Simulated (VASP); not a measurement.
Input of a VASP 6.6.1 run:

File INCAR:

```
SYSTEM = Ca
PREC = Accurate
ENCUT = 520
EDIFF = 1E-7
ISMEAR = -1
SIGMA = 0.1
LREAL = .False.
LASPH = .True.
NELM = 60
ALGO = Normal
ISIF = 2
LWAVE = .False.
LCHARG = .False.
GGA = PS
NBANDS = 22
```

File KPOINTS:

```
regular mesh
0
Gamma
  7 7 10
  0 0 0
```

File POSCAR:

```
Ca
1.0
    6.0311950711      0.0000000000      0.0000000000
   -3.0155975355      5.2231681467      0.0000000000
    0.0000000000      0.0000000000      3.5999576068
Ca
3
Direct
    1.0000000000      1.0000000000      0.0000000000
    0.3333333333      0.6666666667      0.5000000000
    0.6666666667      0.3333333333      0.5000000000
```

Potentials or basis: VASP PAW PBE potentials, release 64 (Ca_sv).

The run is started by

```sh
$ cat potpaw_PBE.64/Ca_sv/POTCAR > POTCAR
$ mpirun -np 1 vasp_std > vasp.out
```

Problem. Estimate the pressure.

Solution. 1.6 GPa.

Problem. Predict the band gap on the k mesh.

Solution. Zero (bands 15 and 16 overlap by 0.26 eV).

Stress tensor (GPa, compression positive):
```
1.69 0.00 0.00
0.00 1.69 0.00
0.00 0.00 1.55
```

Caveat: the PAW data sets were made with another functional, which shifts forces and pressure a little.
